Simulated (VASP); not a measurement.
Here is a VASP 6.6.1 calculation.

File INCAR:

```
SYSTEM = Au
ALGO     = Normal         ! electronic algorithm
EDIFF    = 1E-6           ! SCF threshold, eV
ENCUT    = 520            ! plane-wave cutoff, eV
GGA      = PE             ! functional
ISIF     = 2              ! what is computed and relaxed
ISMEAR   = -1             ! smearing method
LASPH    = .TRUE.         ! aspherical terms in the spheres
LCHARG   = .FALSE.        ! write CHGCAR
LREAL    = .FALSE.        ! projectors in reciprocal space
LWAVE    = .FALSE.        ! write WAVECAR
NBANDS   = 12             ! bands
NELM     = 60             ! most SCF steps
PREC     = Accurate       ! precision mode
SIGMA    = 0.1            ! smearing width, eV
```

Contents of KPOINTS:

```
k-points
0
G
  8 9 9
  0 0 0
```

POSCAR

```
Au
1.0
    2.8073190000     -0.0433470000     -0.0008520000
   -0.0433470000      2.6634960000     -0.0240980000
   -0.0008520000     -0.0240980000      2.7774360000
Au
1
Direct
    0.4894220000      0.4834150000      0.4898520000
```

Potentials or basis: VASP PAW PBE potentials, release 64 (Au).

The run is started by

```bash
$ cat potpaw_PBE.64/Au/POTCAR > POTCAR
$ mpirun -np 1 vasp_std > vasp.out
```

Task: Estimate the band gap on the k mesh.

Result: Zero (an odd number of electrons rules out a gap without spin polarisation).

Task: Predict the pressure.

Result: 0.5 GPa.

Stress tensor (GPa, compression positive):
```
-3.77 -0.50  0.01
-0.50  8.08 -0.10
 0.01 -0.10 -2.85
```

Caveat: the stress differs along the axes, from -4 to 8 GPa; spin-orbit coupling is left out, which moves the levels of the heavy elements.
